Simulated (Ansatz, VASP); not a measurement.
# AgBr: VASP beside Ansatz

INCAR

```
PREC = Accurate ; ENCUT = 500
EDIFF = 1E-6 ; ISMEAR = 0
SIGMA = 0.01 ; LREAL = False
LASPH = True ; NELM = 120
ALGO = Normal ; ISIF = 2
LWAVE = False ; LCHARG = False
GGA = PS ; NBANDS = 26
GGA_COMPAT = False
```

File KPOINTS:

```
regular mesh
0
Gamma
  4 4 4
```

Contents of POSCAR:

```
AgBr
1.0
    4.0921161929      0.0000000000      0.0414619150
    0.0000000000      4.0919047222      0.0000000000
   -0.0576709946      0.0000000000      5.7835260858
Ag Br
2 2
Direct
    0.7499714111      0.7500000000      0.7499778864
    0.2500285889      0.2500000000      0.2500221136
    0.2499844905      0.2500000000      0.7500035537
    0.7500155095      0.7500000000      0.2499964463
```

Input for Ansatz:

```yaml
crystal:
  lattice:
    - [4.0921161929, 0.0, 0.041461915]
    - [0.0, 4.0919047222, 0.0]
    - [-0.0576709946, 0.0, 5.7835260858]
  atoms:
    - { symbol: Ag, position: [0.7499714111, 0.75, 0.7499778864] }
    - { symbol: Ag, position: [0.2500285889, 0.25, 0.2500221136] }
    - { symbol: Br, position: [0.2499844905, 0.25, 0.7500035537] }
    - { symbol: Br, position: [0.7500155095, 0.75, 0.2499964463] }
kpoints:
  mp_grid: { grid: [4, 4, 4] }
hamiltonian:
  xc: pbesol
scf:
  occupations: { method: fixed }
  n_extra_bands: 5
output:
  forces: true
  stress: true
  eigenvalues: true
  write_density: true
  write_potential: true
  elf: true
  volumetric_format: npy
```

Alike in both runs: task single point; functional PBEsol; k mesh 4 × 4 × 4; no spin polarisation.

|  | VASP | Ansatz |
| --- | --- | --- |
| version | VASP 6.6.1 | Ansatz 0.2.0 |
| potentials or method | VASP PAW PBE potentials, release 64 (Ag, Br) | plane waves, PAW |
| plane-wave cutoff (eV) | 500 | 420 |
| occupations | gaussian, width 0.01 eV | fixed |
| valence electrons in the cell | 36 | 52 |

```csv
,VASP,Ansatz,Ansatz less VASP
gap on the k mesh at the Fermi level (eV),0.51,0.51,0.000
pressure (GPa),-2.5,-2.5,+0.03
"traceless stress, the component that is largest in VASP (GPa)",-0.18,-0.18,+0.001
```

VASP's potentials were made for PBE, not for PBEsol. VASP's potentials hold 36 valence electrons a cell and Ansatz's 52, so a difference there can come from the potentials and not from the codes.
